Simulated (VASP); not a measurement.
A run of VASP 6.6.1 is set up as follows.

The input INCAR:

```
PREC     = Accurate       # precision mode
ENCUT    = 520            # plane-wave cutoff, eV
EDIFF    = 1E-6           # SCF threshold, eV
ISMEAR   = 0              # smearing method
SIGMA    = 0.1            # smearing width, eV
LREAL    = F              # projectors in reciprocal space
LASPH    = T              # aspherical terms in the spheres
NELM     = 150            # most SCF steps
ALGO     = Normal         # electronic algorithm
ISIF     = 2              # what is computed and relaxed
LWAVE    = F              # write WAVECAR
LCHARG   = F              # write CHGCAR
ISPIN    = 2              # spin polarisation
MAGMOM   = 0.7 0          # initial moments
LORBIT   = 11             # projections on sites
LMAXMIX  = 4              # l up to which the mixer works
GGA      = PE             # functional
NBANDS   = 18             # bands
```

Contents of KPOINTS:

```
regular mesh
0
Gamma
  16 16 16
```

The input POSCAR:

```
CoSi
1.0
    2.7578014276      0.0000000000      0.0000000000
    0.0000000000      2.7578014276      0.0000000000
    0.0000000000      0.0000000000      2.7578014276
Co Si
1 1
Direct
    0.0000000000      0.0000000000      0.0000000000
    0.5000000000      0.5000000000      0.5000000000
```

Potentials or basis: VASP PAW PBE potentials, release 64 (Co, Si).

Run with:

```console
$ cat potpaw_PBE.64/Co/POTCAR potpaw_PBE.64/Si/POTCAR > POTCAR
$ mpirun -np 1 vasp_std > vasp.out
```

Question: Predict the net moment.

Answer: 0.54 μB per cell.

Question: Predict the site moments.

Answer: Co +0.53; Si +0.02 μB.

Question: Estimate the pressure.

Answer: 6.2 GPa.

Caveat: the cell stands under pressure.
